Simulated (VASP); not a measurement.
A run of VASP 6.6.1:

INCAR

```
SYSTEM = TiO2
  ALGO = Normal
  EDIFF = 1E-8
  ENCUT = 520
  GGA = PE
  ISIF = 2
  ISMEAR = -1
  LASPH = .TRUE.
  LCHARG = .FALSE.
  LEFG = .TRUE.
  LREAL = .FALSE.
  LWAVE = .FALSE.
  NBANDS = 33
  NELM = 100
  PREC = Accurate
  SIGMA = 0.05
```

The input KPOINTS:

```
k-points
0
G
  7 7 10
  0 0 0
```

POSCAR

```
TiO2
1.0
    4.5631668562      0.0000000000      0.0000000000
    0.0000000000      4.5631668562      0.0000000000
    0.0000000000      0.0000000000      2.9391403412
Ti O
2 4
Direct
    0.0000000000      0.0000000000      0.0000000000
    0.5000000000      0.5000000000      0.5000000000
    0.3060000000      0.3060000000      0.0000000000
    0.1940000000      0.8060000000      0.5000000000
    0.6940000000      0.6940000000      0.0000000000
    0.8060000000      0.1940000000      0.5000000000
```

Potentials or basis: VASP PAW PBE potentials, release 64 (Ti_sv, O).

The run is started by

```console
$ cat potpaw_PBE.64/Ti_sv/POTCAR potpaw_PBE.64/O/POTCAR > POTCAR
$ mpirun -np 1 vasp_std > vasp.out
```

Hardware: 1 thread of Intel(R) Xeon(R) 6975P-C (Granite Rapids) (shared host).

Q: How long does it take, and how much memory?

A: Run time: 56 s on 1 thread of Intel(R) Xeon(R) 6975P-C (Granite Rapids), with other jobs on the host, peak memory 0.23 GiB. Counts: scf iterations 19, k points 60.
